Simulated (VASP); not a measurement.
## SrTeO: single point with LDA

The system is SrTeO.

```
Sr Te O
1.0
    -2.31503    2.31503    4.54243
     2.31503   -2.31503    4.54243
     2.31503    2.31503   -4.54243
Sr Te O
1 1 1
Cartesian
  0.0000 0.0000 -0.9524
  0.0000 0.0000 4.0447
  0.0000 0.0000 5.9925
```

```yaml
Program: VASP 6.6.1
Task: single point
Functional: LDA
Potentials_or_basis: VASP PAW LDA potentials, release 64 (Sr_sv, Te, O)
Cutoff: 520 eV
k_mesh: 8 × 8 × 8
Occupations: gaussian, width 0.1 eV
Spin: no spin polarisation
Dipole_correction: no
Further_INCAR_settings: ALGO = Normal; EDIFF = 1e-07; NBANDS = 18
```

```
Pressure               : 0.2 GPa
Largest force          : 0.139 eV/Å
Band gap on the k mesh : 0.91 eV (least direct gap 0.92 eV)
```

Forces in eV/Å, atoms in the order of the input:
```
Sr   0.000  0.000  0.139
Te   0.000  0.000 -0.028
O    0.000  0.000 -0.111
```

Stress tensor (GPa, compression positive):
```
0.05 0.00 0.00
0.00 0.05 0.00
0.00 0.00 0.61
```

Levels at points of the mesh, in eV from the valence-band top:
| k point | band 8 | band 9 | band 10 | band 11 | band 12 | band 13 | band 14 | band 15 |
| --- | --- | --- | --- | --- | --- | --- | --- | --- |
| (0.00, 0.00, 0.00) | -2.96 | -2.96 | -0.10 | -0.10 | 2.08 | 2.31 | 2.81 | 4.23 |
| (0.50, 0.00, 0.00) | -3.75 | -3.04 | -1.43 | -0.59 | 1.61 | 3.77 | 5.19 | 5.21 |
| (0.50, 0.50, 0.00) | -3.44 | -3.36 | -0.98 | -0.65 | 2.63 | 3.78 | 4.15 | 4.43 |
| (0.50, 0.50, 0.50) | -2.94 | -2.94 | 0.00 | 0.00 | 0.96 | 1.93 | 3.83 | 4.39 |

It took 2.5 min on 1 thread of Intel(R) Xeon(R) Platinum 8259CL CPU @ 2.50GHz (Skylake/Cascade Lake), on a shared host, peak memory 0.29 GiB.

Caveat: spin-orbit coupling is left out, which moves the levels of the heavy elements. A k mesh can miss the band edges.
